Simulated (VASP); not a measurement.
# Se in VASP: single point with PBE

Aim: the single point of Se with PBE.

All numbers are computed with VASP 6.6.1; they aren't measurements. Logs are shortened: lines on timing, memory, paths and dates and some standing lists are left out, and cuts for length are marked.

### 1 The cell of the first run

The cell holds a sublattice, 2 atoms: a = 4.310 Å, b = 4.450 Å, c = 6.501 Å, α = 90.00°, β = 109.36°, γ = 90.00°.

### 2 Single point, PBE, collinear spin

INCAR

```
  PREC = Accurate
  ENCUT = 400
  EDIFF = 1E-6
  ISMEAR = 0
  SIGMA = 0.1
  LREAL = False
  LASPH = True
  NELM = 200
  ALGO = Normal
  ISIF = 2
  LWAVE = False
  LCHARG = False
  ISPIN = 2
  MAGMOM = 1 1
  LORBIT = 11
  GGA = PE
  NBANDS = 17
  GGA_COMPAT = False
```

KPOINTS

```
regular mesh
0
Gamma
  8 6 8
```

POSCAR

```
Se
1.0
    4.3097531800      0.0000000000      0.0000000000
    0.0000000000      0.0000000000     -4.4504935700
   -2.1548765900      6.1339473500      0.0000000000
Se
2
Direct
    0.1387100400      0.2500000000      0.2774200800
    0.8612899600      0.7500000000      0.7225799200
```

Potentials or basis: VASP PAW PBE potentials, release 64 (Se).

Launch:

```bash
cat potpaw_PBE.64/Se/POTCAR > POTCAR
mpirun -np 1 vasp_std > vasp.out
```

OUTCAR:

```text
PREC = Accurate
   ENCUT = 400
   EDIFF = 1E-6
   ISMEAR = 0
   LREAL = False
   LASPH = True
   NELM = 200
   ISIF = 2
   ISPIN = 2
   LORBIT = 11
   GGA = PE

 ion  position               nearest neighbor table
   1  0.139  0.250  0.277-
   2  0.861  0.750  0.723-

  LATTYP: Found a base centered orthorhombic cell.
 ALAT       =     4.3097531800
 B/A-ratio  =     2.8465422932
 C/A-ratio  =     1.0326562530

  Lattice vectors:

 A1 = (  -2.1548765900,  -6.1339473500,   0.0000000000)
 A2 = (  -2.1548765900,   6.1339473500,   0.0000000000)
 A3 = (   0.0000000000,   0.0000000000,  -4.4504935700)

Analysis of symmetry for initial positions (statically):
=====================================================================
 Subroutine PRICEL returns:
 Original cell was already a primitive cell.

 Routine SETGRP: Setting up the symmetry group for a
 base centered orthorhombic supercell.

 Subroutine GETGRP returns: Found  8 space group operations
 (whereof  4 operations were pure point group operations)
 out of a pool of  8 trial point group operations.

The static configuration has the point symmetry C_2h.
 The point group associated with its full space group is D_2h.

Analysis of symmetry for dynamics (positions and initial velocities):
=====================================================================
 Subroutine PRICEL returns:
 Original cell was already a primitive cell.

 Routine SETGRP: Setting up the symmetry group for a
 base centered orthorhombic supercell.

 Subroutine GETGRP returns: Found  8 space group operations
 (whereof  4 operations were pure point group operations)
 out of a pool of  8 trial point group operations.

The dynamic configuration has the point symmetry C_2h.
 The point group associated with its full space group is D_2h.

Analysis of structural, dynamic, and magnetic symmetry:
=====================================================================
 Subroutine PRICEL returns:
 Original cell was already a primitive cell.

 Routine SETGRP: Setting up the symmetry group for a
 base centered orthorhombic supercell.

 Subroutine GETGRP returns: Found  8 space group operations
 (whereof  4 operations were pure point group operations)
 out of a pool of  8 trial point group operations.

The overall configuration has the point symmetry C_2h.
 The point group associated with its full space group is D_2h.

 Subroutine INISYM returns: Found  8 space group operations
 (whereof  4 operations are pure point group operations),
 and found     1 'primitive' translations

----------------------------------------------------------------------------------------

                                     Primitive cell

  volume of cell :     117.6524

  direct lattice vectors                    reciprocal lattice vectors
     4.309753180  0.000000000  0.000000000     0.232031849  0.081513579  0.000000000
     0.000000000  0.000000000 -4.450493570     0.000000000  0.000000000 -0.224694179
    -2.154876590  6.133947350  0.000000000     0.000000000  0.163027157  0.000000000

  length of vectors
     4.309753180  4.450493570  6.501446240     0.245933411  0.224694179  0.163027157

  position of ions in fractional coordinates (direct lattice)
     0.138710040  0.250000000  0.277420080
     0.861289960  0.750000000  0.722579920

  ion indices of the primitive-cell ions
   primitive index   ion index
                 1           1
                 2           2

----------------------------------------------------------------------------------------

 KPOINTS: regular mesh

Automatic generation of k-mesh.
 Grid dimensions read from file:
 generate k-points for:    8    6    8

 Generating k-lattice:

  Cartesian coordinates                     Fractional coordinates (reciprocal lattice)
     0.029003981  0.010189197  0.000000000     0.125000000  0.000000000  0.000000000
     0.000000000  0.000000000 -0.037449030     0.000000000  0.166666667  0.000000000
     0.000000000  0.020378395  0.000000000     0.000000000  0.000000000  0.125000000

  Length of vectors
     0.030741676  0.037449030  0.020378395

  Shift w.r.t. Gamma in fractional coordinates (k-lattice)
     0.000000000  0.000000000  0.000000000

 Subroutine IBZKPT returns following result:
 ===========================================

 Found     84 irreducible k-points:

 Following reciprocal coordinates:
            Coordinates               Weight
  0.000000  0.000000  0.000000      1.000000
  0.125000  0.000000  0.000000      4.000000
  0.250000  0.000000  0.000000      4.000000
  0.375000  0.000000  0.000000      4.000000
  0.500000  0.000000  0.000000      2.000000
  0.000000  0.166667  0.000000      2.000000
[... 16 lines left out ...]
  0.250000  0.000000  0.125000      4.000000
  0.375000  0.000000  0.125000      4.000000
 [... further k-points ...]
   k-points           NKPTS =     84   k-points in BZ     NKDIM =     84   number of bands    NBANDS=     17
   number of dos      NEDOS =    301   number of ions     NIONS =      2
   total plane-waves  NPLWV =  35280
   dimension x,y,z NGX =    28 NGY =   30 NGZ =   42
   dimension x,y,z NGXF=    56 NGYF=   60 NGZF=   84
   ions per type =               2
   NGX,Y,Z   is equivalent  to a cutoff of  10.80, 11.21, 10.74 a.u.
   NGXF,Y,Z  is equivalent  to a cutoff of  21.60, 22.41, 21.48 a.u.
 SYSTEM =  unknown system
   PREC   = accura    normal or accurate (medium, high low for compatibility)
   ISTART =      0    job   : 0-new  1-cont  2-samecut
   ICHARG =      2    charge: 1-file 2-atom 10-const
   ISPIN  =      2    spin polarized calculation?
   LNONCOLLINEAR =      F non collinear calculations
   LSORBIT =      F    spin-orbit coupling
   LASPH  =      T    aspherical Exc in radial PAW
   ENCUT  =  400.0 eV  29.40 Ry    5.42 a.u.   7.03  7.26 10.60*2*pi/ulx,y,z
   NELM   =    200;   NELMIN=  2; NELMDL= -5     # of ELM steps
   EDIFF  = 0.1E-05   stopping-criterion for ELM
   LREAL  =      F    real-space projection
   EDIFFG = 0.1E-04   stopping-criterion for IOM
   NSW    =      0    number of steps for IOM
   IBRION =     -1    ionic relax: 0-MD 1-quasi-New 2-CG
   NFREE  =      0    steps in history (QN), initial steepest desc. (CG)
   ISIF   =      2    stress and relaxation
   ISYM   =      2    0-nonsym 1-usesym 2-fastsym
   POTIM  = 0.5000    time-step for ionic-motion
   TEBEG  =    0.0;   TEEND  =   0.0 temperature during run
   PSTRESS=    0.0 pullay stress
   NELECT =      12.0000    total number of electrons
   NUPDOWN=      -1.0000    fix difference up-down
   EMIN   =  10.00;   EMAX   =-10.00  energy-range for DOS
   EFERMI =   0.00;   METHOD = LEGACY
   ISMEAR =     0;   SIGMA  =   0.10  broadening in eV -4-tet -1-fermi 0-gaus
   EFERMI_NEDOS =   21; number of points for ismear=-14 and -15
   IALGO  =     38    algorithm
   IMIX   =      4    mixing-type and parameters
     AMIX     =   0.40;   BMIX     =  1.00
     AMIX_MAG =   1.60;   BMIX_MAG =  1.00
  volume/ion in A,a.u.               =      58.83       396.98
  Fermi-wavevector in a.u.,A,eV,Ry     =   0.764895  1.445442  7.960280  0.585064
  Thomas-Fermi vector in A             =   1.864897
   LORBIT       =     11    0 simple, 1 ext, 2 COOP (PROOUT), +10 PAW based schemes
   GGA     = PE    functional components
   LHFCALC =     F    Hartree Fock is set to
   AEXX    =    0.0000 exact exchange contribution
   IVDW    =     0    specifies the selected vdW correction
   LEPSILON=     F    determine dielectric tensor
   LRPA    =     F    only Hartree local field effects (RPA)
 spin polarized calculation
 Gauss-broadening in eV      SIGMA  =   0.10
  energy-cutoff  :      400.00
  volume of cell :      117.65
 maximum number of plane-waves:      2160
   NGX = 15   NGY = 15   NGZ = 21

 number of electron      12.0000001 magnetization       3.9990391

 Free energy of the ion-electron system (eV)
  ---------------------------------------------------
  ext. energy  EPLUGINS =         0.00000000
  ---------------------------------------------------
  free energy    TOTEN  =        -2.85193577 eV

  energy without entropy =       -2.84420094  energy(sigma->0) =       -2.84806836

 E-fermi :  -2.3683     XC(G=0):  -5.9891

 val. band max:       -2.3739521616   @ k =   0.0000   0.1667   0.3750
 cond. band min:      -2.3648822877   @ k =   0.0000   0.0000   0.5000
 fundamental gap:      0.0090698739
 Fermi energy:        -2.3683443536

 spin component 1

 k-point     1 :       0.0000    0.0000    0.0000
  band No.  band energies     occupation
      1     -14.7477      1.00000
      2     -14.3584      1.00000
      3      -4.4847      1.00000
      4      -3.6766      1.00000
      5      -3.3640      1.00000
      6      -3.0992      1.00000
[... 9 lines left out ...]
     16       8.6702      0.00000
     17       9.8673      0.00000

 k-point     2 :       0.1250    0.0000    0.0000
  band No.  band energies     occupation
      1     -14.7234      1.00000
      2     -14.3592      1.00000
      3      -4.4439      1.00000
      4      -3.6392      1.00000
      5      -3.5593      1.00000
      6      -3.2715      1.00000
[... 9 lines left out ...]
     16       9.0839      0.00000
     17       9.1573      0.00000

 k-point     3 :       0.2500    0.0000    0.0000
  band No.  band energies     occupation
      1     -14.6596      1.00000
      2     -14.3657      1.00000
      3      -4.3776      1.00000
      4      -3.9692      1.00000
      5      -3.5523      1.00000
      6      -3.5387      1.00000
[... 392 lines left out ...]
 k-point    23 :       0.2500    0.0000    0.1250
  band No.  band energies     occupation
      1     -14.6272      1.00000
      2     -14.4013      1.00000
      3      -4.2838      1.00000
      4      -4.0524      1.00000
      5      -3.4787      1.00000
      6      -3.4401      1.00000
[... 9 lines left out ...]
     16       8.1159      0.00000
     17       8.7205      0.00000

 k-point    24 :       0.3750    0.0000    0.1250
  band No.  band energies     occupation
      1     -14.5524      1.00000
      2     -14.4164      1.00000
      3      -4.4540      1.00000
      4      -4.2810      1.00000
      5      -3.5277      1.00000
      6      -3.3555      1.00000
[... 9 lines left out ...]
     16       8.1863      0.00000
     17       9.0470      0.00000

 [... further k-points ...]

 spin component 2

 k-point     1 :       0.0000    0.0000    0.0000
  band No.  band energies     occupation
      1     -13.1406      1.00000
      2     -12.7040      1.00000
      3      -3.1350      1.00000
      4      -2.0664      0.00001
      5      -1.6779      0.00000
      6      -1.3684      0.00000
[... 9 lines left out ...]
     16       9.6560      0.00000
     17      10.9419      0.00000

 k-point     2 :       0.1250    0.0000    0.0000
  band No.  band energies     occupation
      1     -13.1136      1.00000
      2     -12.7052      1.00000
      3      -3.0877      1.00000
      4      -2.0233      0.00000
      5      -1.9280      0.00000
      6      -1.5919      0.00000
[... 9 lines left out ...]
     16      10.1095      0.00000
     17      10.1355      0.00000

 k-point     3 :       0.2500    0.0000    0.0000
  band No.  band energies     occupation
      1     -13.0425      1.00000
      2     -12.7132      1.00000
      3      -3.0000      1.00000
      4      -2.4232      0.78123
      5      -1.9427      0.00000
      6      -1.9071      0.00000
[... 392 lines left out ...]
 k-point    23 :       0.2500    0.0000    0.1250
  band No.  band energies     occupation
      1     -13.0065      1.00000
      2     -12.7532      1.00000
      3      -2.8907      1.00000
      4      -2.5354      0.99094
      5      -1.8395      0.00000
      6      -1.8108      0.00000
[... 9 lines left out ...]
     16       8.9437      0.00000
     17       9.6564      0.00000

 k-point    24 :       0.3750    0.0000    0.1250
  band No.  band energies     occupation
      1     -12.9224      1.00000
      2     -12.7710      1.00000
      3      -3.0091      1.00000
      4      -2.8297      1.00000
      5      -1.9526      0.00000
      6      -1.6949      0.00000
[... 9 lines left out ...]
     16       8.9743      0.00000
     17       9.9703      0.00000

 [... further k-points ...]

------------------------ aborting loop because EDIFF is reached ----------------------------------------

  FORCE on cell =-STRESS in cart. coord.  units (eV):
  Direction    XX          YY          ZZ          XY          YZ          ZX
  --------------------------------------------------------------------------------------
  -------------------------------------------------------------------------------------
  Total       -1.4013133     -1.8257985     -1.8228980      0.0000000     -0.0000000      0.0000000
  in kB      -19.0829367    -24.8635311    -24.8240326      0.0000000     -0.0000000      0.0000000
  external PRESSURE =     -22.9235001 kB  Pullay stress =       0.0000000 kB

 VOLUME and BASIS-vectors are now :
 -----------------------------------------------------------------------------
  energy-cutoff  :      400.00
  volume of cell :      117.65
      direct lattice vectors                 reciprocal lattice vectors
     4.309753180  0.000000000  0.000000000     0.232031849  0.081513579  0.000000000
     0.000000000  0.000000000 -4.450493570     0.000000000  0.000000000 -0.224694179
    -2.154876590  6.133947350  0.000000000     0.000000000  0.163027157  0.000000000

 POSITION                                       TOTAL-FORCE (eV/Angst)
 -----------------------------------------------------------------------------------
      0.00000      1.70168     -1.11262         0.000000      0.198626     -0.000000
      2.15488      4.43227     -3.33787         0.000000     -0.198626      0.000000
 -----------------------------------------------------------------------------------
    total drift:                                0.000000     -0.000000     -0.000000

  FREE ENERGIE OF THE ION-ELECTRON SYSTEM (eV)
  ---------------------------------------------------
  free  energy   TOTEN  =        -2.8519357722 eV

  energy  without entropy=       -2.8442009400  energy(sigma->0) =       -2.84806836

 total charge

# of ion       s       p       d       tot
------------------------------------------
    1        1.512   2.054   0.001   3.568
    2        1.512   2.054   0.001   3.568
--------------------------------------------------
tot          3.025   4.108   0.002   7.135

 magnetization (x)

# of ion       s       p       d       tot
------------------------------------------
    1        0.026   1.174   0.001   1.201
    2        0.026   1.174   0.001   1.201
--------------------------------------------------
tot          0.051   2.349   0.001   2.401
```

Run time: 74 s. Hardware: 1 thread of Intel Xeon 6975P-C (Granite Rapids), shared host; peak memory 0.3 GiB.

Results:

* Free energy: -2.8519 eV
* Pressure: -2.3 GPa
* Largest force: 0.199 eV/Å
* Band gap on the k mesh: zero (filled and empty bands overlap)
* Net moment: 4.00 μB per cell
* Site moments: Se +1.20 μB
* Valence electrons inside the program's atomic spheres: Se 3.57

Forces on the atoms (eV/Å):
```
Se   0.000  0.199  0.000
Se   0.000 -0.199  0.000
```
